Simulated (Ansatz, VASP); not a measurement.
BaTe in VASP and in Ansatz

```
Ba Te
1.0
     0.00000    3.53329    3.53329
     3.53329    0.00000    3.53329
     3.53329    3.53329    0.00000
Ba Te
1 1
Direct
  0.00000 0.00000 0.00000
  0.50000 0.50000 0.50000
```

Alike in both runs: functional PBE; k mesh 8 × 8 × 8; occupations gaussian, width 0.02 eV; no spin polarisation.

Ansatz relaxed the structure, and its values are those at the end. VASP's run is a single point on that final structure, the one shown.

```csv
,VASP,Ansatz
version,VASP 6.6.1,Ansatz 0.2.0
potentials or method,"VASP PAW PBE potentials, release 64 (Ba_sv, Te), cutoff 520 eV","scalar-relativistic, plane waves, PAW"
valence electrons in the cell,16,26
```

```tsv
	VASP	Ansatz	Ansatz less VASP
gap on the k mesh at the Fermi level (eV)	1.58	1.66	+0.077
least direct gap on the mesh (eV)	1.96	2.01	+0.049
pressure (GPa)	0.3	0.0	-0.30
```

The functional is the same, so the differences come from potentials, cutoffs and numerics. VASP's potentials hold 16 valence electrons a cell and Ansatz's 26, so a difference there can come from the potentials and not from the codes.

Spin-orbit coupling is off throughout.
